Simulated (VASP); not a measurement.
KCl, 2 atoms in the cell. It takes space group Fm-3m (No. 225, cubic). Conventional cell: a = 6.290 Å, b = 6.290 Å, c = 6.290 Å, α = 90.00°, β = 90.00°, γ = 90.00°. K (site symmetry m-3m) has 6 Cl at 3.14 Å within 4.1 Å. Cl (site symmetry m-3m) has 6 K at 3.14 Å within 4.1 Å. 

- Program: VASP 6.6.1
- Task: single point
- Functional: PBE
- Potentials or basis: VASP PAW PBE potentials, release 64 (K_sv, Cl)
- Cutoff: 520 eV
- k mesh: 8 × 8 × 8
- Occupations: fermi-dirac, width 0.02 eV
- Spin: no spin polarisation
- Dipole correction: no
- Further INCAR settings: ALGO = Normal; EDIFF = 1e-06; NBANDS = 15

Potentials or basis: VASP PAW PBE potentials, release 64 (K_sv, Cl).

Launch:

```bash
$ cat potpaw_PBE.64/K_sv/POTCAR potpaw_PBE.64/Cl/POTCAR > POTCAR
$ mpirun -np 1 vasp_std > vasp.out
```

Hardware: 1 thread of Intel(R) Xeon(R) Platinum 8175M CPU @ 2.50GHz (Skylake/Cascade Lake) (shared host).

Estimate the wall time of this run.

It took 26 s on 1 thread of Intel(R) Xeon(R) Platinum 8175M CPU @ 2.50GHz (Skylake/Cascade Lake), with other jobs on the host, peak memory 0.21 GiB. Counts: scf iterations 13, k points 29.
